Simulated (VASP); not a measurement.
# Hf (P6_3/mmc) in VASP: single point with PBE

Aim: the single point of Hf with PBE.

Everything below comes from runs of VASP 6.6.1. Logs are shortened: lines on timing, memory, paths and dates and some standing lists are left out, and cuts for length are marked.

### Step 1. The cell of the first run

The structure is hexagonal, space group P6_3/mmc (No. 194). Conventional cell: a = 3.205 Å, b = 3.205 Å, c = 5.068 Å, α = 90.00°, β = 90.00°, γ = 120.00°. Hf (site symmetry -6m2) has 12 Hf at 3.14 to 3.20 Å within 4.1 Å.

### Step 2. Single point, PBE

INCAR

```
SYSTEM = Hf
PREC = Accurate
ENCUT = 500
EDIFF = 1E-6
ISMEAR = 0
SIGMA = 0.15
LREAL = .False.
LASPH = .True.
NELM = 120
ALGO = Normal
ISIF = 2
LWAVE = .False.
LCHARG = .True.
GGA = PE
LELF = .True.
LVHAR = .True.
NBANDS = 17
GGA_COMPAT = .False.
```

KPOINTS

```
regular mesh
0
Gamma
  18 18 10
  0 0 0
```

POSCAR

```
Hf
1.0
    3.2048170381      0.0000000000      0.0000000000
   -1.6024085190      2.7754529695      0.0000000000
    0.0000000000      0.0000000000      5.0676933209
Hf
2
Direct
    0.3333333333      0.6666666667      0.2500000000
    0.6666666667      0.3333333333      0.7500000000
```

Potentials or basis: VASP PAW PBE potentials, release 64 (Hf_pv).

Started as:

```bash
cat potpaw_PBE.64/Hf_pv/POTCAR > POTCAR
mpirun -np 1 vasp_std > vasp.out
```

OUTCAR:

```text
SYSTEM = Hf
   PREC = Accurate
   ENCUT = 500
   EDIFF = 1E-6
   ISMEAR = 0
   LREAL = .False.
   LASPH = .True.
   NELM = 120
   ISIF = 2
   GGA = PE

 ion  position               nearest neighbor table
   1  0.333  0.667  0.250-   2 3.14   2 3.14   2 3.14   2 3.14   2 3.14   2 3.14
   2  0.667  0.333  0.750-   1 3.14   1 3.14   1 3.14   1 3.14   1 3.14   1 3.14

  LATTYP: Found a hexagonal cell.
 ALAT       =     3.2048170381
 C/A-ratio  =     1.5812738327

  Lattice vectors:

 A1 = (   3.2048170381,   0.0000000000,   0.0000000000)
 A2 = (  -1.6024085190,   2.7754529695,   0.0000000000)
 A3 = (   0.0000000000,   0.0000000000,   5.0676933209)

Analysis of symmetry for initial positions (statically):
=====================================================================
 Subroutine PRICEL returns:
 Original cell was already a primitive cell.

 Routine SETGRP: Setting up the symmetry group for a
 hexagonal supercell.

 Subroutine GETGRP returns: Found 24 space group operations
 (whereof 12 operations were pure point group operations)
 out of a pool of 24 trial point group operations.

The static configuration has the point symmetry D_3d.
 The point group associated with its full space group is D_6h.

Analysis of symmetry for dynamics (positions and initial velocities):
=====================================================================
 Subroutine PRICEL returns:
 Original cell was already a primitive cell.

 Routine SETGRP: Setting up the symmetry group for a
 hexagonal supercell.

 Subroutine GETGRP returns: Found 24 space group operations
 (whereof 12 operations were pure point group operations)
 out of a pool of 24 trial point group operations.

The dynamic configuration has the point symmetry D_3d.
 The point group associated with its full space group is D_6h.

 Subroutine INISYM returns: Found 24 space group operations
 (whereof 12 operations are pure point group operations),
 and found     1 'primitive' translations

----------------------------------------------------------------------------------------

                                     Primitive cell

  volume of cell :      45.0762

  direct lattice vectors                    reciprocal lattice vectors
     3.204817038  0.000000000  0.000000000     0.312030293  0.180150774  0.000000000
    -1.602408519  2.775452969  0.000000000     0.000000000  0.360301548  0.000000000
     0.000000000  0.000000000  5.067693321     0.000000000  0.000000000  0.197328437

  length of vectors
     3.204817038  3.204817038  5.067693321     0.360301548  0.360301548  0.197328437

  position of ions in fractional coordinates (direct lattice)
     0.333333333  0.666666667  0.250000000
     0.666666667  0.333333333  0.750000000

  ion indices of the primitive-cell ions
   primitive index   ion index
                 1           1
                 2           2

----------------------------------------------------------------------------------------

 KPOINTS: regular mesh

Automatic generation of k-mesh.
 Grid dimensions read from file:
 generate k-points for:   18   18   10

 Generating k-lattice:

  Cartesian coordinates                     Fractional coordinates (reciprocal lattice)
     0.017335016  0.010008376  0.000000000     0.055555556  0.000000000  0.000000000
     0.000000000  0.020016753  0.000000000     0.000000000  0.055555556  0.000000000
     0.000000000  0.000000000  0.019732844     0.000000000  0.000000000  0.100000000

  Length of vectors
     0.020016753  0.020016753  0.019732844

  Shift w.r.t. Gamma in fractional coordinates (k-lattice)
     0.000000000  0.000000000  0.000000000

 Subroutine IBZKPT returns following result:
 ===========================================

 Found    222 irreducible k-points:

 Following reciprocal coordinates:
            Coordinates               Weight
  0.000000  0.000000  0.000000      1.000000
  0.055556 -0.000000  0.000000      6.000000
  0.111111 -0.000000  0.000000      6.000000
  0.166667 -0.000000  0.000000      6.000000
  0.222222 -0.000000  0.000000      6.000000
  0.277778 -0.000000  0.000000      6.000000
[... 16 lines left out ...]
  0.333333  0.111111  0.000000     12.000000
  0.388889  0.111111  0.000000     12.000000
 [... further k-points ...]
   k-points           NKPTS =    222   k-points in BZ     NKDIM =    222   number of bands    NBANDS=     17
   number of dos      NEDOS =    301   number of ions     NIONS =      2
   total plane-waves  NPLWV =  23040
   dimension x,y,z NGX =    24 NGY =   24 NGZ =   40
   dimension x,y,z NGXF=    48 NGYF=   48 NGZF=   80
   ions per type =               2
   NGX,Y,Z   is equivalent  to a cutoff of  12.45, 12.45, 13.12 a.u.
   NGXF,Y,Z  is equivalent  to a cutoff of  24.90, 24.90, 26.24 a.u.
 SYSTEM =  Hf
   PREC   = accura    normal or accurate (medium, high low for compatibility)
   ISTART =      0    job   : 0-new  1-cont  2-samecut
   ICHARG =      2    charge: 1-file 2-atom 10-const
   ISPIN  =      1    spin polarized calculation?
   LNONCOLLINEAR =      F non collinear calculations
   LSORBIT =      F    spin-orbit coupling
   LASPH  =      T    aspherical Exc in radial PAW
   ENCUT  =  500.0 eV  36.75 Ry    6.06 a.u.   5.84  5.84  9.24*2*pi/ulx,y,z
   NELM   =    120;   NELMIN=  2; NELMDL= -5     # of ELM steps
   EDIFF  = 0.1E-05   stopping-criterion for ELM
   LREAL  =      F    real-space projection
   EDIFFG = 0.1E-04   stopping-criterion for IOM
   NSW    =      0    number of steps for IOM
   IBRION =     -1    ionic relax: 0-MD 1-quasi-New 2-CG
   NFREE  =      0    steps in history (QN), initial steepest desc. (CG)
   ISIF   =      2    stress and relaxation
   ISYM   =      2    0-nonsym 1-usesym 2-fastsym
   POTIM  = 0.5000    time-step for ionic-motion
   TEBEG  =    0.0;   TEEND  =   0.0 temperature during run
   PSTRESS=    0.0 pullay stress
   NELECT =      20.0000    total number of electrons
   NUPDOWN=      -1.0000    fix difference up-down
   EMIN   =  10.00;   EMAX   =-10.00  energy-range for DOS
   EFERMI =   0.00;   METHOD = LEGACY
   ISMEAR =     0;   SIGMA  =   0.15  broadening in eV -4-tet -1-fermi 0-gaus
   EFERMI_NEDOS =   21; number of points for ismear=-14 and -15
   IALGO  =     38    algorithm
   IMIX   =      4    mixing-type and parameters
     AMIX     =   0.40;   BMIX     =  1.00
     AMIX_MAG =   1.60;   BMIX_MAG =  1.00
  volume/ion in A,a.u.               =      22.54       152.09
  Fermi-wavevector in a.u.,A,eV,Ry     =   1.248636  2.359579 21.212716  1.559091
  Thomas-Fermi vector in A             =   2.382713
   LORBIT       =      0    0 simple, 1 ext, 2 COOP (PROOUT), +10 PAW based schemes
   GGA     = PE    functional components
   LHFCALC =     F    Hartree Fock is set to
   AEXX    =    0.0000 exact exchange contribution
   IVDW    =     0    specifies the selected vdW correction
   LEPSILON=     F    determine dielectric tensor
   LRPA    =     F    only Hartree local field effects (RPA)
 non-spin polarized calculation
 Gauss-broadening in eV      SIGMA  =   0.15
  energy-cutoff  :      500.00
  volume of cell :       45.08
 maximum number of plane-waves:      1164
 NGX is ok and might be reduce to    24
   NGX = 11   NGY = 11   NGZ = 19

 number of electron      20.0000005 magnetization

 Free energy of the ion-electron system (eV)
  ---------------------------------------------------
  ext. energy  EPLUGINS =         0.00000000
  ---------------------------------------------------
  free energy    TOTEN  =       -19.85840479 eV

  energy without entropy =      -19.84168062  energy(sigma->0) =      -19.85004271

 E-fermi :   4.8712     XC(G=0): -11.2495

 val. band max:        4.8587456488   @ k =   0.3889   0.2222   0.3000
 cond. band min:       4.8727277164   @ k =   0.3889   0.2222   0.4000
 fundamental gap:      0.0139820676
 Fermi energy:         4.8711902543

 k-point     1 :       0.0000    0.0000    0.0000
  band No.  band energies     occupation
      1     -26.2144      2.00000
      2     -25.4890      2.00000
      3     -25.4890      2.00000
      4     -25.3680      2.00000
      5     -25.3638      2.00000
      6     -25.3638      2.00000
[... 9 lines left out ...]
     16       7.4851      0.00000
     17      10.1603      0.00000

 k-point     2 :       0.0556   -0.0000    0.0000
  band No.  band energies     occupation
      1     -26.2066      2.00000
      2     -25.5057      2.00000
      3     -25.4947      2.00000
      4     -25.3815      2.00000
      5     -25.3716      2.00000
      6     -25.3660      2.00000
[... 9 lines left out ...]
     16       7.3939      0.00000
     17      10.2349      0.00000

 k-point     3 :       0.1111   -0.0000    0.0000
  band No.  band energies     occupation
      1     -26.1836      2.00000
      2     -25.5538      2.00000
      3     -25.5107      2.00000
      4     -25.4319      2.00000
      5     -25.3824      2.00000
      6     -25.3727      2.00000
[... 9 lines left out ...]
     16       7.1877      0.00000
     17      10.4196      0.00000

 k-point     4 :       0.1667   -0.0000    0.0000
  band No.  band energies     occupation
      1     -26.1467      2.00000
      2     -25.6275      2.00000
      3     -25.5345      2.00000
      4     -25.5073      2.00000
      5     -25.4005      2.00000
      6     -25.3834      2.00000
[... 9 lines left out ...]
     16       7.5871      0.00000
     17      10.6434      0.00000
[... 343 lines left out ...]
      1     -25.9637      2.00000
      2     -25.8947      2.00000
      3     -25.7956      2.00000
      4     -25.6299      2.00000
      5     -25.5065      2.00000
      6     -25.4651      2.00000
[... 9 lines left out ...]
     16      10.0583      0.00000
     17      10.9533      0.00000

 k-point    23 :       0.3333    0.1111    0.0000
  band No.  band energies     occupation
      1     -25.9633      2.00000
      2     -25.9057      2.00000
      3     -25.8414      2.00000
      4     -25.6645      2.00000
      5     -25.5467      2.00000
      6     -25.4806      2.00000
[... 9 lines left out ...]
     16      10.8477      0.00000
     17      11.0077      0.00000

 k-point    24 :       0.3889    0.1111    0.0000
  band No.  band energies     occupation
      1     -26.0078      2.00000
      2     -25.8712      2.00000
      3     -25.8586      2.00000
      4     -25.6867      2.00000
      5     -25.5821      2.00000
      6     -25.4907      2.00000
[... 9 lines left out ...]
     16      11.0371      0.00000
     17      11.5404      0.00000

 [... further k-points ...]

------------------------ aborting loop because EDIFF is reached ----------------------------------------

  FORCE on cell =-STRESS in cart. coord.  units (eV):
  Direction    XX          YY          ZZ          XY          YZ          ZX
  --------------------------------------------------------------------------------------
  -------------------------------------------------------------------------------------
  Total       -0.1162910     -0.1162910     -0.1445176     -0.0000000     -0.0000000     -0.0000000
  in kB       -4.1334187     -4.1334187     -5.1366967     -0.0000000     -0.0000000     -0.0000000
  external PRESSURE =      -4.4678447 kB  Pullay stress =       0.0000000 kB

 VOLUME and BASIS-vectors are now :
 -----------------------------------------------------------------------------
  energy-cutoff  :      500.00
  volume of cell :       45.08
      direct lattice vectors                 reciprocal lattice vectors
     3.204817038  0.000000000  0.000000000     0.312030293  0.180150774  0.000000000
    -1.602408519  2.775452969  0.000000000     0.000000000  0.360301548  0.000000000
     0.000000000  0.000000000  5.067693321     0.000000000  0.000000000  0.197328437

 POSITION                                       TOTAL-FORCE (eV/Angst)
 -----------------------------------------------------------------------------------
     -0.00000      1.85030      1.26692         0.000000      0.000000      0.000000
      1.60241      0.92515      3.80077        -0.000000      0.000000      0.000000
 -----------------------------------------------------------------------------------
    total drift:                               -0.000000      0.000000     -0.000000

  FREE ENERGIE OF THE ION-ELECTRON SYSTEM (eV)
  ---------------------------------------------------
  free  energy   TOTEN  =       -19.8584047925 eV

  energy  without entropy=      -19.8416806224  energy(sigma->0) =      -19.85004271
```

It took 2.7 min on 1 thread of Intel Xeon 8259CL, shared host; peak memory 0.26 GiB.

Results:

```yaml
Free_energy: -19.8584 eV
Pressure: -0.4 GPa
Band_gap_on_the_k_mesh: zero (band 10 reaches 6.04 eV, above the bottom of band 11 at 4.43 eV)
```

Levels at points of the mesh, in eV from the Fermi level:
```
           k point  band 7  band 8  band 9  band 10  band 11  band 12  band 13  band 14
(0.00, 0.00, 0.00)   -7.36   -3.69    0.62     1.17     1.17     1.45     1.99     1.99
(0.50, 0.00, 0.00)   -3.34   -2.72   -2.21    -0.82     0.79     0.86     1.67     5.83
(0.00, 0.00, 0.50)   -5.39   -5.39    0.15     0.15     1.06     1.06     1.06     1.06
(0.50, 0.00, 0.50)   -3.39   -3.39   -0.98    -0.98     1.15     1.15     2.63     2.63
```

Caveat: spin-orbit coupling is left out, which moves the levels of the heavy elements.
